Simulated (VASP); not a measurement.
Input of a VASP 6.6.1 run:

The input INCAR:

```
PREC = Accurate ; ENCUT = 520
EDIFF = 1E-6 ; ISMEAR = 0
SIGMA = 0.15 ; LREAL = False
LASPH = True ; NELM = 80
ALGO = Fast ; ISIF = 2
LWAVE = False ; LCHARG = True
GGA = PE ; LELF = True
LVHAR = True ; NBANDS = 19
```

The input KPOINTS:

```
regular mesh
0
Gamma
  18 18 10
```

File POSCAR:

```
Zr
1.0
    3.2319982225      0.0000000000     -0.0969599467
   -1.6159991112      2.7989925657      0.0484799733
   -0.1544100000      0.0000000000      5.1470000000
Zr
2
Direct
    0.3333333333      0.6666666667      0.2500000000
    0.6666666667      0.3333333333      0.7500000000
```

Potentials or basis: VASP PAW PBE potentials, release 64 (Zr_sv).

Launch:

```bash
$ cat potpaw_PBE.64/Zr_sv/POTCAR > POTCAR
$ mpirun -np 1 vasp_std > vasp.out
```

**Question.** Estimate the band gap on the k mesh.

**Answer.** Zero (bands 12 and 13 overlap by 1.29 eV).

**Question.** Estimate the pressure.

**Answer.** 0.5 GPa.

**Question.** Estimate the largest force.

**Answer.** 0.014 eV/Å.

Stress tensor (GPa, compression positive):
```
0.45 0.00 1.55
0.00 0.07 0.00
1.55 0.00 0.89
```

Caveat: the cell differs from its parent crystal (strain -0.0600 x Voigt [0, 0, 0, 0, 1, 0]).
